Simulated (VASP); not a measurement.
CdTe:

```
Te Cd
1.0
     0.00000    3.26786    3.26786
     3.26786    0.00000    3.26786
     3.26786    3.26786    0.00000
Te Cd
1 1
Direct
  0.75000 0.75000 0.75000
  0.00000 0.00000 0.00000
```

This cell differs from its parent crystal: volume scaled by 1.06.

Base run:

- Program: VASP 6.6.1
- Functional: PBEsol
- Potentials or basis: VASP PAW PBE potentials, release 64 (Te, Cd)
- Cutoff: 520 eV
- k mesh: 7 × 7 × 7
- Occupations: fermi-dirac, width 0.05 eV
- Spin: no spin polarisation

Its results: band gap on the k mesh 0.59 eV, direct; pressure -0.7 GPa.

Q: The run is repeated on the same cell with these changes: functional from PBEsol to PBEsol-based screened hybrid; k mesh from 7 × 7 × 7 to 4 × 4 × 4. What comes out?

A: Band gap on the k mesh 1.35 eV, direct; pressure -0.9 GPa.

Several settings changed at once, so the effect can't be laid on one alone.

Caveats: the PAW data sets were made with another functional, which shifts forces and pressure a little; spin-orbit coupling is left out, which moves the levels of the heavy elements.

